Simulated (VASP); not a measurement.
ZnCd3O: single point with PBE

ZnCd3O:

```xyz
5
Lattice="4.6342 0.0000 0.0000 0.0000 4.6342 0.0000 0.0000 0.0000 4.6342" Properties=species:S:1:pos:R:3 pbc="T T T"
Zn    2.3171    2.3171    2.3171
Cd    2.3171    0.0000    0.0000
Cd    0.0000    2.3171    0.0000
Cd    0.0000    0.0000    2.3171
O     0.0000    0.0000    0.0000
```

| Quantity | Value |
| --- | --- |
| Program | VASP 6.6.1 |
| Task | single point |
| Functional | PBE |
| Potentials or basis | VASP PAW PBE potentials, release 64 (Zn, Cd, O) |
| Cutoff | 520 eV |
| k mesh | 4 × 4 × 4 |
| Occupations | gaussian, width 0.1 eV |
| Spin | no spin polarisation |

```
Pressure               : 0.3 GPa
Band gap on the k mesh : zero (band 27 reaches 3.58 eV, above the bottom of band 28 at 0.40 eV)
```

Levels at points of the mesh, in eV from the Fermi level:
```tsv
k point	band 25	band 26	band 27	band 28	band 29	band 30
(0.00, 0.00, 0.00)	-4.98	0.65	0.65	0.99	0.99	0.99
(0.50, 0.00, 0.00)	-4.12	-2.44	1.36	1.87	1.87	2.82
(0.50, 0.50, 0.00)	-3.89	-1.68	-0.50	-0.50	3.33	3.84
(0.50, 0.50, 0.50)	-2.02	-1.83	-1.83	-1.83	1.56	1.56
```

Run time: 20 s on 1 thread of Intel(R) Xeon(R) 6975P-C (Granite Rapids) (shared host), peak memory 0.21 GiB.
